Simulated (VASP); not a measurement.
Write the native input for VASP 6.6.1 that does the following.

| Property | Result |
| --- | --- |
| Task | single point |
| Functional | r2SCAN |
| Potentials or basis | VASP PAW PBE potentials, release 64 (Ga_d, P, In_d) |
| Cutoff | 520 eV |
| k mesh | 6 × 6 × 6 |
| Occupations | gaussian, width 0.01 eV |
| Spin | no spin polarisation |
| Dipole correction | no |
| Further INCAR settings | ALGO = Normal; EDIFF = 1e-06; NBANDS = 46 |

The system is In3GaP4.

```
Ga P In
1.0
    -2.83771    2.83771    5.66596
     2.83771   -2.83771    5.66596
     2.83771    2.83771   -5.66596
Ga P In
1 4 3
Direct
  0.00000 0.00000 0.00000
  0.35589 0.35589 0.47265
  0.11677 0.64411 0.00000
  0.88323 0.88323 0.52735
  0.64411 0.11677 0.00000
  0.75000 0.25000 0.50000
  0.50000 0.50000 0.00000
  0.25000 0.75000 0.50000
```

One way to write it, as run:

POSCAR

```
In3GaP4
1.0
   -2.8377132228      2.8377132228      5.6659589354
    2.8377132228     -2.8377132228      5.6659589354
    2.8377132228      2.8377132228     -5.6659589354
Ga P In
1 4 3
Direct
    0.0000000000      0.0000000000      0.0000000000
    0.3558855512      0.3558855512      0.4726534091
    0.1167678579      0.6441144488      0.0000000000
    0.8832321421      0.8832321421      0.5273465909
    0.6441144488      0.1167678579      0.0000000000
    0.7500000000      0.2500000000      0.5000000000
    0.5000000000      0.5000000000      0.0000000000
    0.2500000000      0.7500000000      0.5000000000
```

INCAR.step1

```
SYSTEM = In3GaP4
  PREC = Accurate
  ENCUT = 520
  ISMEAR = 0
  SIGMA = 0.01
  LREAL = .FALSE.
  LASPH = .TRUE.
  NELM = 60
  NBANDS = 46
  GGA = PE
  ALGO = Normal
  EDIFF = 1E-4
  LWAVE = .TRUE.
  LCHARG = .FALSE.
```

INCAR.step2

```
SYSTEM = In3GaP4
  PREC = Accurate
  ENCUT = 520
  EDIFF = 1E-6
  ISMEAR = 0
  SIGMA = 0.01
  LREAL = .FALSE.
  LASPH = .TRUE.
  NELM = 60
  ALGO = Normal
  ISIF = 2
  LWAVE = .FALSE.
  LCHARG = .TRUE.
  METAGGA = R2SCAN
  LMIXTAU = .TRUE.
  LELF = .TRUE.
  LVHAR = .TRUE.
  NBANDS = 46
  ISTART = 1
```

KPOINTS

```
regular mesh
0
G
  6 6 6
  0 0 0
```

Potentials or basis: VASP PAW PBE potentials, release 64 (Ga_d, P, In_d).

Launch:

```console
$ cat potpaw_PBE.64/Ga_d/POTCAR potpaw_PBE.64/P/POTCAR potpaw_PBE.64/In_d/POTCAR > POTCAR
$ cp INCAR.step1 INCAR
$ mpirun -np 1 vasp_std > vasp.out
$ cp INCAR.step2 INCAR
$ mpirun -np 1 vasp_std > vasp.out
```

It gave:

| Item | Value |
| --- | --- |
| Pressure | 5.0 GPa |
| Largest force | 0.032 eV/Å |
| Band gap on the k mesh | 1.64 eV |

Caveat: the cell stands under pressure; the PAW data sets were made with another functional, which shifts forces and pressure a little; spin-orbit coupling is left out, which moves the levels of the heavy elements.

It took 15 min on 1 thread of Intel(R) Xeon(R) 6975P-C (Granite Rapids) (shared host), peak memory 0.55 GiB.
